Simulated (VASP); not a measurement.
Write the native input for VASP 6.6.1 that does the following.

- Task: single point
- Functional: LDA
- Potentials or basis: VASP PAW LDA potentials, release 64 (Hf_pv, O)
- Cutoff: 520 eV
- k mesh: 6 × 6 × 6
- Occupations: gaussian, width 0.05 eV
- Spin: no spin polarisation
- Dipole correction: no
- Further INCAR settings: ALGO = Normal; EDIFF = 1e-06; NBANDS = 56

The structure of HfO2 lies in POSCAR:

```
HfO2
1.0
    5.1150000000      0.0000000000      0.0000000000
    0.0000000000     -5.1150000000      0.0000000000
    0.0000000000      0.0000000000     -5.1150000000
Hf O
4 8
Direct
    0.0241923141      0.5241923141      0.5000000000
    0.5000000000      0.0000000000      0.5000000000
    0.5000000000      0.5000000000      0.0000000000
    0.0000000000      0.0000000000      0.0000000000
    0.2500000000      0.2500000000      0.2500000000
    0.7500000000      0.7500000000      0.2500000000
    0.7500000000      0.2500000000      0.7500000000
    0.2500000000      0.7500000000      0.7500000000
    0.7500000000      0.7500000000      0.7500000000
    0.2500000000      0.2500000000      0.7500000000
    0.2500000000      0.7500000000      0.2500000000
    0.7500000000      0.2500000000      0.2500000000
```

This cell differs from its parent crystal: atom 1 (Hf) moved +0.175 Å along Cartesian [1 -1 0].

These files were run (other wordings do the same):

INCAR

```
PREC     = Accurate       # precision mode
ENCUT    = 520            # plane-wave cutoff, eV
EDIFF    = 1E-6           # SCF threshold, eV
ISMEAR   = 0              # smearing method
SIGMA    = 0.05           # smearing width, eV
LREAL    = False          # projectors in reciprocal space
LASPH    = True           # aspherical terms in the spheres
NELM     = 80             # most SCF steps
ALGO     = Normal         # electronic algorithm
ISIF     = 2              # what is computed and relaxed
LWAVE    = False          # write WAVECAR
LCHARG   = False          # write CHGCAR
NBANDS   = 56             # bands
```

KPOINTS

```
Automatic mesh
0
Gamma
  6 6 6
```

Potentials or basis: VASP PAW LDA potentials, release 64 (Hf_pv, O).

Run with:

```sh
$ cat potpaw_LDA.64/Hf_pv/POTCAR potpaw_LDA.64/O/POTCAR > POTCAR
$ mpirun -np 1 vasp_std > vasp.out
```

It gave:

* Pressure: -18.4 GPa
* Largest force: 2.329 eV/Å
* Band gap on the k mesh: 3.31 eV, direct

Caveat: the cell differs from its parent crystal (atom 1 (Hf) moved +0.175 Å along Cartesian [1 -1 0]); spin-orbit coupling is left out, which moves the levels of the heavy elements; forces of over 1 eV/Å act on the atoms, so gaps and moduli don't describe the material at rest.

It took 6 min on 1 thread of AMD EPYC 9R14 (Zen 4), with other jobs on the host, peak memory 0.35 GiB.
